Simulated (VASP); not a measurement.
# Ta2N (P-1) in VASP: single point with LDA

Aim: the single point of Ta2N with LDA.

Everything below comes from runs of VASP 6.6.1. Logs are shortened: lines on timing, memory, paths and dates and some standing lists are left out, and cuts for length are marked.

## 1. The cell of the first run

The typed cell holds 3 atoms: a = 3.065 Å, b = 3.186 Å, c = 4.564 Å, α = 90.00°, β = 90.00°, γ = 123.96°.

## 2. Single point, LDA (engineering shear strain xy -0.0933, normal strain along z -0.0467)

Contents of INCAR:

```
ALGO     = Normal         # electronic algorithm
EDIFF    = 1E-7           # SCF threshold, eV
ENCUT    = 520            # plane-wave cutoff, eV
GGA      = CA             # functional
ISIF     = 2              # what is computed and relaxed
ISMEAR   = 0              # smearing method
LASPH    = True           # aspherical terms in the spheres
LCHARG   = False          # write CHGCAR
LREAL    = False          # projectors in reciprocal space
LWAVE    = False          # write WAVECAR
NBANDS   = 20             # bands
NELM     = 80             # most SCF steps
PREC     = Accurate       # precision mode
SIGMA    = 0.15           # smearing width, eV
```

Contents of KPOINTS:

```
k-points
0
Gamma
  15 15 8
```

Contents of POSCAR:

```
Ta2N
1.0
    3.0618406011     -0.1428348640      0.0000000000
   -1.6546189214      2.7230491749      0.0000000000
    0.0000000000      0.0000000000      4.5636021781
Ta N
2 1
Direct
    0.6666666667      0.3333333333      0.7466885012
    0.3333333333      0.6666666667      0.2533114988
    0.0000000000      0.0000000000      0.0000000000
```

Potentials or basis: VASP PAW LDA potentials, release 64 (Ta_pv, N).

Command:

```console
$ cat potpaw_LDA.64/Ta_pv/POTCAR potpaw_LDA.64/N/POTCAR > POTCAR
$ mpirun -np 1 vasp_std > vasp.out
```

OUTCAR:

```text
EDIFF = 1E-7
   ENCUT = 520
   GGA = CA
   ISIF = 2
   ISMEAR = 0
   LASPH = True
   LREAL = False
   NELM = 80
   PREC = Accurate

 ion  position               nearest neighbor table
   1  0.667  0.333  0.747-   3 2.05   3 2.11   3 2.17   2 2.82   2 2.86   2 2.87   2 2.91   2 2.91
                             2 2.95
   2  0.333  0.667  0.253-   3 2.05   3 2.11   3 2.17   1 2.82   1 2.86   1 2.87   1 2.91   1 2.91
                             1 2.95
   3  0.000  0.000  0.000-   1 2.05   2 2.05   1 2.11   2 2.11   1 2.17   2 2.17

  LATTYP: Found a simple monoclinic cell.
 ALAT       =     2.9390098241
 B/A-ratio  =     1.5527686028
 C/A-ratio  =     1.0429262225
 COS(beta)  =    -0.4373774840

  Lattice vectors:

 A1 = (   1.4072216797,   2.5802143109,   0.0000000000)
 A2 = (   0.0000000000,   0.0000000000,  -4.5636021781)
 A3 = (  -3.0618406011,   0.1428348640,   0.0000000000)

Analysis of symmetry for initial positions (statically):
=====================================================================
 Subroutine PRICEL returns:
 Original cell was already a primitive cell.

 Routine SETGRP: Setting up the symmetry group for a
 simple monoclinic supercell.

 Subroutine GETGRP returns: Found  2 space group operations
 (whereof  2 operations were pure point group operations)
 out of a pool of  4 trial point group operations.

The static configuration has the point symmetry S_2 .

Analysis of symmetry for dynamics (positions and initial velocities):
=====================================================================
 Subroutine PRICEL returns:
 Original cell was already a primitive cell.

 Routine SETGRP: Setting up the symmetry group for a
 simple monoclinic supercell.

 Subroutine GETGRP returns: Found  2 space group operations
 (whereof  2 operations were pure point group operations)
 out of a pool of  4 trial point group operations.

The dynamic configuration has the point symmetry S_2 .

 Subroutine INISYM returns: Found  2 space group operations
 (whereof  2 operations are pure point group operations),
 and found     1 'primitive' translations

----------------------------------------------------------------------------------------

                                     Primitive cell

  volume of cell :      36.9707

  direct lattice vectors                    reciprocal lattice vectors
     3.061840601 -0.142834864  0.000000000     0.336128896  0.204243550  0.000000000
    -1.654618921  2.723049175  0.000000000     0.017631310  0.377948775  0.000000000
     0.000000000  0.000000000  4.563602178     0.000000000  0.000000000  0.219125147

  length of vectors
     3.065170414  3.186339684  4.563602178     0.393316745  0.378359802  0.219125147

  position of ions in fractional coordinates (direct lattice)
     0.666666667  0.333333333  0.746688501
     0.333333333  0.666666667  0.253311499
     0.000000000  0.000000000  0.000000000

  ion indices of the primitive-cell ions
   primitive index   ion index
                 1           1
                 2           2
                 3           3

----------------------------------------------------------------------------------------

 KPOINTS: k-points

Automatic generation of k-mesh.
 Grid dimensions read from file:
 generate k-points for:   15   15    8

 Generating k-lattice:

  Cartesian coordinates                     Fractional coordinates (reciprocal lattice)
     0.022408593  0.013616237  0.000000000     0.066666667  0.000000000  0.000000000
     0.001175421  0.025196585  0.000000000     0.000000000  0.066666667  0.000000000
     0.000000000  0.000000000  0.027390643     0.000000000  0.000000000  0.125000000

  Length of vectors
     0.026221116  0.025223987  0.027390643

  Shift w.r.t. Gamma in fractional coordinates (k-lattice)
     0.000000000  0.000000000  0.000000000

 Subroutine IBZKPT returns following result:
 ===========================================

 Found    901 irreducible k-points:

 Following reciprocal coordinates:
            Coordinates               Weight
  0.000000  0.000000  0.000000      1.000000
  0.066667  0.000000  0.000000      2.000000
  0.133333  0.000000  0.000000      2.000000
  0.200000  0.000000  0.000000      2.000000
  0.266667  0.000000  0.000000      2.000000
  0.333333  0.000000  0.000000      2.000000
[... 16 lines left out ...]
 -0.066667  0.066667  0.000000      2.000000
  0.000000  0.133333  0.000000      2.000000
 [... further k-points ...]
   k-points           NKPTS =    901   k-points in BZ     NKDIM =    901   number of bands    NBANDS=     20
   number of dos      NEDOS =    301   number of ions     NIONS =      3
   total plane-waves  NPLWV =  20736
   dimension x,y,z NGX =    24 NGY =   24 NGZ =   36
   dimension x,y,z NGXF=    48 NGYF=   48 NGZF=   72
   ions per type =               2   1
   NGX,Y,Z   is equivalent  to a cutoff of  13.02, 12.52, 13.11 a.u.
   NGXF,Y,Z  is equivalent  to a cutoff of  26.03, 25.04, 26.23 a.u.
 SYSTEM =  unknown system
   PREC   = accura    normal or accurate (medium, high low for compatibility)
   ISTART =      0    job   : 0-new  1-cont  2-samecut
   ICHARG =      2    charge: 1-file 2-atom 10-const
   ISPIN  =      1    spin polarized calculation?
   LNONCOLLINEAR =      F non collinear calculations
   LSORBIT =      F    spin-orbit coupling
   LASPH  =      T    aspherical Exc in radial PAW
   ENCUT  =  520.0 eV  38.22 Ry    6.18 a.u.   5.70  5.92  8.49*2*pi/ulx,y,z
   NELM   =     80;   NELMIN=  2; NELMDL= -5     # of ELM steps
   EDIFF  = 0.1E-06   stopping-criterion for ELM
   LREAL  =      F    real-space projection
   EDIFFG = 0.1E-05   stopping-criterion for IOM
   NSW    =      0    number of steps for IOM
   IBRION =     -1    ionic relax: 0-MD 1-quasi-New 2-CG
   NFREE  =      0    steps in history (QN), initial steepest desc. (CG)
   ISIF   =      2    stress and relaxation
   ISYM   =      2    0-nonsym 1-usesym 2-fastsym
   POTIM  = 0.5000    time-step for ionic-motion
   TEBEG  =    0.0;   TEEND  =   0.0 temperature during run
   PSTRESS=    0.0 pullay stress
   NELECT =      27.0000    total number of electrons
   NUPDOWN=      -1.0000    fix difference up-down
   EMIN   =  10.00;   EMAX   =-10.00  energy-range for DOS
   EFERMI =   0.00;   METHOD = LEGACY
   ISMEAR =     0;   SIGMA  =   0.15  broadening in eV -4-tet -1-fermi 0-gaus
   EFERMI_NEDOS =   21; number of points for ismear=-14 and -15
   IALGO  =     38    algorithm
   IMIX   =      4    mixing-type and parameters
     AMIX     =   0.40;   BMIX     =  1.00
     AMIX_MAG =   1.60;   BMIX_MAG =  1.00
  volume/ion in A,a.u.               =      12.32        83.16
  Fermi-wavevector in a.u.,A,eV,Ry     =   1.474270  2.785966 29.571871  2.173471
  Thomas-Fermi vector in A             =   2.589062
   LORBIT       =      0    0 simple, 1 ext, 2 COOP (PROOUT), +10 PAW based schemes
   GGA     = CA    functional components
   LHFCALC =     F    Hartree Fock is set to
   AEXX    =    0.0000 exact exchange contribution
   IVDW    =     0    specifies the selected vdW correction
   LEPSILON=     F    determine dielectric tensor
   LRPA    =     F    only Hartree local field effects (RPA)
 non-spin polarized calculation
 Gauss-broadening in eV      SIGMA  =   0.15
  energy-cutoff  :      520.00
  volume of cell :       36.97
 maximum number of plane-waves:      1012
   NGX = 11   NGY = 11   NGZ = 17

 number of electron      27.0000002 magnetization

 Free energy of the ion-electron system (eV)
  ---------------------------------------------------
  ext. energy  EPLUGINS =         0.00000000
  ---------------------------------------------------
  free energy    TOTEN  =       -37.29824767 eV

  energy without entropy =      -37.28718040  energy(sigma->0) =      -37.29271404

 E-fermi :   8.2309     XC(G=0): -13.5669

 val. band max:        8.2303299886   @ k =  -0.2000   0.2000   0.5000
 cond. band min:       8.2328273825   @ k =   0.3333  -0.3333   0.3750
 fundamental gap:      0.0024973940
 Fermi energy:         8.2308828874

 k-point     1 :       0.0000    0.0000    0.0000
  band No.  band energies     occupation
      1     -27.2747      2.00000
      2     -26.3210      2.00000
      3     -26.1770      2.00000
      4     -26.1036      2.00000
      5     -25.9574      2.00000
      6     -25.7827      2.00000
[... 12 lines left out ...]
     19      10.2779      0.00000
     20      14.3257      0.00000

 k-point     2 :       0.0667    0.0000    0.0000
  band No.  band energies     occupation
      1     -27.2537      2.00000
      2     -26.3373      2.00000
      3     -26.2219      2.00000
      4     -26.1028      2.00000
      5     -25.9979      2.00000
      6     -25.7921      2.00000
[... 12 lines left out ...]
     19      10.3684      0.00000
     20      14.5008      0.00000

 k-point     3 :       0.1333    0.0000    0.0000
  band No.  band energies     occupation
      1     -27.1926      2.00000
      2     -26.3839      2.00000
      3     -26.3372      2.00000
      4     -26.1346      2.00000
      5     -26.0860      2.00000
      6     -25.8205      2.00000
[... 12 lines left out ...]
     19      11.4512      0.00000
     20      14.5633      0.00000

 k-point     4 :       0.2000    0.0000    0.0000
  band No.  band energies     occupation
      1     -27.0966      2.00000
      2     -26.5145      2.00000
      3     -26.4389      2.00000
      4     -26.2776      2.00000
      5     -26.1161      2.00000
      6     -25.8685      2.00000
[... 12 lines left out ...]
     19      12.7307      0.00000
     20      14.3033      0.00000

 k-point     5 :       0.2667    0.0000    0.0000
  band No.  band energies     occupation
      1     -26.9762      2.00000
      2     -26.7057      2.00000
      3     -26.5146      2.00000
      4     -26.4355      2.00000
      5     -26.1414      2.00000
      6     -25.9363      2.00000
[... 12 lines left out ...]
     19      13.4657      0.00000
     20      14.4391      0.00000
[... 353 lines left out ...]
      6     -25.8493      2.00000
[... 12 lines left out ...]
     19      12.1671      0.00000
     20      14.2041      0.00000

 k-point    22 :      -0.1333    0.0667    0.0000
  band No.  band energies     occupation
      1     -27.2194      2.00000
      2     -26.3967      2.00000
      3     -26.2550      2.00000
      4     -26.1550      2.00000
      5     -25.9976      2.00000
      6     -25.8113      2.00000
[... 12 lines left out ...]
     19      10.8974      0.00000
     20      14.3227      0.00000

 k-point    23 :      -0.0667    0.0667    0.0000
  band No.  band energies     occupation
      1     -27.2581      2.00000
      2     -26.3498      2.00000
      3     -26.1898      2.00000
      4     -26.1313      2.00000
      5     -25.9586      2.00000
      6     -25.7921      2.00000
[... 12 lines left out ...]
     19      10.5049      0.00000
     20      14.2666      0.00000

 k-point    24 :       0.0000    0.1333    0.0000
  band No.  band energies     occupation
      1     -27.2004      2.00000
      2     -26.3894      2.00000
      3     -26.3099      2.00000
      4     -26.1589      2.00000
      5     -26.0381      2.00000
      6     -25.8190      2.00000
[... 12 lines left out ...]
     19      11.2722      0.00000
     20      14.2727      0.00000

 [... further k-points ...]
[... 5 lines left out ...]
  --------------------------------------------------------------------------------------
  -------------------------------------------------------------------------------------
  Total        4.0319936      4.0426050      6.9083415      4.1655009     -0.1881150     -1.6049305
  in kB      174.7322235    175.1920830    299.3828843    180.5179517     -8.1522315    -69.5519623
  external PRESSURE =     216.4357303 kB  Pullay stress =       0.0000000 kB

 VOLUME and BASIS-vectors are now :
 -----------------------------------------------------------------------------
  energy-cutoff  :      520.00
  volume of cell :       36.97
      direct lattice vectors                 reciprocal lattice vectors
     3.061840601 -0.142834864  0.000000000     0.336128896  0.204243550  0.000000000
    -1.654618921  2.723049175  0.000000000     0.017631310  0.377948775  0.000000000
     0.000000000  0.000000000  4.563602178     0.000000000  0.000000000  0.219125147

 POSITION                                       TOTAL-FORCE (eV/Angst)
 -----------------------------------------------------------------------------------
      1.48969      0.81246      3.40759         0.146390      0.024495     -0.253703
     -0.08247      1.76775      1.15601        -0.146390     -0.024495      0.253703
      0.00000      0.00000      0.00000         0.000000      0.000000      0.000000
 -----------------------------------------------------------------------------------
    total drift:                                0.000000     -0.000000      0.000000

  FREE ENERGIE OF THE ION-ELECTRON SYSTEM (eV)
  ---------------------------------------------------
  free  energy   TOTEN  =       -37.2982476706 eV

  energy  without entropy=      -37.2871804021  energy(sigma->0) =      -37.29271404
```

Run time: 4 min. Hardware: 1 thread of Intel Xeon 6975P-C (Granite Rapids), shared host; peak memory 0.64 GiB.

Results:

| Property | Result |
| --- | --- |
| Free energy | -37.2982 eV |
| Pressure | 21.6 GPa |
| Largest force | 0.294 eV/Å |
| Band gap on the k mesh | zero (an odd number of electrons rules out a gap without spin polarisation) |

Forces in eV/Å, atoms in the order of the input:
```
Ta   0.146  0.024 -0.254
Ta  -0.146 -0.024  0.254
N    0.000  0.000  0.000
```

Stress tensor (GPa, compression positive):
```
17.47 18.05 -6.96
18.05 17.52 -0.82
-6.96 -0.82 29.94
```

Levels at points of the mesh, in eV from the Fermi level:
```
           k point  band 11  band 12  band 13  band 14  band 15  band 16
(0.00, 0.00, 0.00)    -4.53    -1.02    -0.28    -0.20     0.29     0.37
(0.00, 0.00, 0.50)    -2.62    -2.26    -2.24    -0.68     1.78     2.03
```

Caveat: the cell differs from its parent crystal (engineering shear strain xy -0.0933, normal strain along z -0.0467); the stress differs along the axes, from 17 to 30 GPa; spin-orbit coupling is left out, which moves the levels of the heavy elements.
